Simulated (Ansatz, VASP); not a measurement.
# InSe in VASP and in Ansatz

```
In Se
1.0
     4.04733    0.00000    0.00000
    -2.02366    3.50509    0.00000
     0.00000    0.00000   18.05206
In Se
4 4
Direct
  0.00000 0.00000 0.57739
  0.00000 0.00000 0.42261
  0.33333 0.66667 0.92261
  0.33333 0.66667 0.07739
  0.66667 0.33333 0.85300
  0.66667 0.33333 0.14700
  0.33333 0.66667 0.64702
  0.33333 0.66667 0.35298
```

Alike in both runs: task single point; functional r2SCAN; k mesh 6 × 6 × 1; no spin polarisation.

|  | VASP | Ansatz |
| --- | --- | --- |
| version | VASP 6.6.1 | Ansatz 0.2.0 |
| potentials or method | VASP PAW PBE potentials, release 64 (In_d, Se), cutoff 520 eV | plane waves, PAW |
| occupations | gaussian, width 0.01 eV | fixed |
| valence electrons in the cell | 76 | 116 |

|  | VASP | Ansatz | Ansatz less VASP |
| --- | --- | --- | --- |
| gap on the k mesh at the Fermi level (eV) | 1.13 | 1.14 | +0.009 |

VASP's potentials were made for PBE, not for r2SCAN. VASP's potentials hold 76 valence electrons a cell and Ansatz's 116, so a difference there can come from the potentials and not from the codes.
